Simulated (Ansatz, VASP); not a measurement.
Two plane-wave programs on BN

Contents of POSCAR:

```
BN
1.0
    2.3496244336      0.0000000000      0.0000000000
   -1.1748122168      2.0348344488      0.0000000000
    0.0000000000      0.0000000000      3.8887066000
B N
2 2
Direct
    0.6666666667      0.3333333333      0.9997240000
    0.3333333333      0.6666666667      0.4997240000
    0.6666666667      0.3333333333      0.6252760000
    0.3333333333      0.6666666667      0.1252760000
```

INCAR.step1

```
SYSTEM = BN
  PREC = Accurate
  ENCUT = 520
  ISMEAR = 0
  SIGMA = 0.05
  LREAL = .FALSE.
  LASPH = .TRUE.
  NELM = 80
  NBANDS = 16
  GGA = PE
  ALGO = Normal
  EDIFF = 1E-4
  LWAVE = .TRUE.
  LCHARG = .FALSE.
```

File INCAR.step2:

```
SYSTEM = BN
  PREC = Accurate
  ENCUT = 520
  EDIFF = 1E-6
  ISMEAR = 0
  SIGMA = 0.05
  LREAL = .FALSE.
  LASPH = .TRUE.
  NELM = 80
  ALGO = Normal
  ISIF = 2
  LWAVE = .FALSE.
  LCHARG = .FALSE.
  METAGGA = R2SCAN
  LMIXTAU = .TRUE.
  NBANDS = 16
  ISTART = 1
```

The input KPOINTS:

```
Automatic mesh
0
G
  12 12 6
  0 0 0
```

Input for Ansatz:

```yaml
crystal:
  lattice:
    - [2.3496244336, 0.0, 0.0]
    - [-1.1748122168, 2.0348344488, 0.0]
    - [0.0, 0.0, 3.8887066]
  atoms:
    - { symbol: B, position: [0.6666666667, 0.3333333333, 0.999724] }
    - { symbol: B, position: [0.3333333333, 0.6666666667, 0.499724] }
    - { symbol: "N", position: [0.6666666667, 0.3333333333, 0.625276] }
    - { symbol: "N", position: [0.3333333333, 0.6666666667, 0.125276] }
basis:
  ecutwfc: 500
kpoints:
  mp_grid: { grid: [12, 12, 6] }
hamiltonian:
  xc: r2scan
scf:
  occupations: { method: gaussian, width: 0.05 }
output:
  forces: true
  stress: true
  eigenvalues: true
```

Change from the starting cell: strain -0.080 along x and y, -0.080 along z, atoms carried along.

Alike in both runs: task single point; functional r2SCAN; k mesh 12 × 12 × 6; occupations gaussian, width 0.05 eV; no spin polarisation.

|  | VASP | Ansatz |
| --- | --- | --- |
| version | VASP 6.6.1 | Ansatz 0.2.0 |
| potentials or method | VASP PAW PBE potentials, release 64 (B, N), cutoff 520 eV | scalar-relativistic, plane waves, PAW |
| valence electrons in the cell | 16 | 16 |

|  | VASP | Ansatz | Ansatz less VASP |
| --- | --- | --- | --- |
| gap on the k mesh at the Fermi level (eV) | 5.21 | 5.27 | +0.059 |
| least direct gap on the mesh (eV) | 10.06 | 10.13 | +0.067 |
| pressure (GPa) | 145.0 | 142.8 | -2.17 |
| traceless stress, the component that is largest in VASP (GPa) | 0.80 | 0.70 | -0.099 |
| rms of the force components (eV/Å) | 0.128 | 0.125 | -0.0026 |

VASP's potentials were made for PBE, not for r2SCAN. Atom by atom the forces differ by 0.003 eV/Å (rms over components). Both programs put the cell under a high pressure, so it lies far from rest at this level.

Noted on VASP's run: the cell as given lies far from equilibrium.
